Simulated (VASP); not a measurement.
A run of VASP 6.6.1 is set up as follows.

File INCAR:

```
SYSTEM = Ti
ALGO = Normal
EDIFF = 1E-6
ENCUT = 520
GGA = RE
ISIF = 2
ISMEAR = -1
LASPH = .TRUE.
LCHARG = .FALSE.
LREAL = .FALSE.
LWAVE = .FALSE.
NBANDS = 19
NELM = 100
PREC = Accurate
SIGMA = 0.1
```

KPOINTS

```
k-points
0
G
  11 11 11
  0 0 0
```

File POSCAR:

```
Ti
1.0
    0.0000000000      2.7740289522      2.7740289522
    2.7740289522      0.0000000000      2.7740289522
    2.7740289522      2.7740289522      0.0000000000
Ti
2
Direct
    0.1250000000      0.1250000000      0.1250000000
    0.8750000000      0.8750000000      0.8750000000
```

Potentials or basis: VASP PAW PBE potentials, release 64 (Ti_sv).

Command:

```sh
$ cat potpaw_PBE.64/Ti_sv/POTCAR > POTCAR
$ mpirun -np 1 vasp_std > vasp.out
```

Problem. Predict the band gap on the k mesh.

Solution. Zero (band 12 reaches 6.13 eV, above the bottom of band 13 at 5.91 eV).

Problem. What does it give for the pressure?

Solution. 4.7 GPa.

Caveat: the PAW data sets were made with another functional, which shifts forces and pressure a little.
